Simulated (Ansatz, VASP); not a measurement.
# ScGa2As3: VASP beside Ansatz

INCAR

```
SYSTEM = ScGa2As3
PREC = Accurate
ENCUT = 600
EDIFF = 1E-6
ISMEAR = 0
SIGMA = 0.2
LREAL = .False.
LASPH = .True.
NELM = 80
ALGO = Normal
ISIF = 3
LWAVE = .False.
LCHARG = .False.
GGA = PE
IBRION = 2
NSW = 36
EDIFFG = -0.08
```

KPOINTS

```
regular mesh
0
Gamma
  3 3 3
  0 0 0
```

Contents of POSCAR:

```
ScGa2As3
1.0
    5.7750000000     -3.3350000000      0.0000000000
    5.7750000000      3.3350000000      0.0000000000
    0.0000000000      0.0000000000      6.2900000000
Sc Ga As
2 4 6
Direct
    0.8333000000      0.1667000000      0.5000000000
    0.1667000000      0.8333000000      0.0000000000
    0.1666000000      0.5000000000      0.5000000000
    0.5000000000      0.8334000000      0.5000000000
    0.5000000000      0.1666000000      0.0000000000
    0.8334000000      0.5000000000      0.0000000000
    0.8334000000      0.5000000000      0.6150000000
    0.5000000000      0.1666000000      0.6150000000
    0.1667000000      0.8333000000      0.6250000000
    0.5000000000      0.8334000000      0.1150000000
    0.1666000000      0.5000000000      0.1150000000
    0.8333000000      0.1667000000      0.1250000000
```

Input for Ansatz:

```yaml
crystal:
  lattice:
    - [5.775, -3.335, 0.0]
    - [5.775, 3.335, 0.0]
    - [0.0, 0.0, 6.29]
  atoms:
    - { symbol: Sc, position: [0.8333, 0.1667, 0.5] }
    - { symbol: Sc, position: [0.1667, 0.8333, 0.0] }
    - { symbol: Ga, position: [0.1666, 0.5, 0.5] }
    - { symbol: Ga, position: [0.5, 0.8334, 0.5] }
    - { symbol: Ga, position: [0.5, 0.1666, 0.0] }
    - { symbol: Ga, position: [0.8334, 0.5, 0.0] }
    - { symbol: As, position: [0.8334, 0.5, 0.615] }
    - { symbol: As, position: [0.5, 0.1666, 0.615] }
    - { symbol: As, position: [0.1667, 0.8333, 0.625] }
    - { symbol: As, position: [0.5, 0.8334, 0.115] }
    - { symbol: As, position: [0.1666, 0.5, 0.115] }
    - { symbol: As, position: [0.8333, 0.1667, 0.125] }
basis:
  ecutwfc: 420
kpoints:
  mp_grid: { grid: [3, 3, 3] }
hamiltonian:
  xc: pbe
scf:
  occupations: { method: gaussian, width: 0.2 }
  lower_state_search: "off"
output:
  forces: true
  stress: true
  eigenvalues: true
relax:
  adjacent_minimum: "off"
  f_tol: 0.08
  max_steps: 16
  cell: { stress_tol: 0.8 }
```

Alike in both runs: task relaxation of cell and atoms; functional PBE; k mesh 3 × 3 × 3; occupations gaussian, width 0.2 eV; no spin polarisation.

```csv
,VASP,Ansatz
version,VASP 6.6.1,Ansatz 0.2.0
potentials or method,"VASP PAW PBE potentials, release 64 (Sc_sv, Ga_d, As), cutoff 600 eV","scalar-relativistic, plane waves, PAW"
valence electrons in the cell,104,164
```

```csv
,VASP,Ansatz,Ansatz less VASP
"gap on the k mesh at the Fermi level, each at its own relaxed structure (eV)",1.40,1.38,-0.021
relaxed volume (Å³/atom),25.51,25.27,-0.237
relaxed length of the cell vector where the two differ most in proportion (Å),6.691,6.659,-0.0316
```

VASP's potentials hold 104 valence electrons a cell and Ansatz's 164, so a difference there can come from the potentials and not from the codes.

Noted on VASP's run: the volume moved by over 15 % at a fixed basis, so the end points are rough.
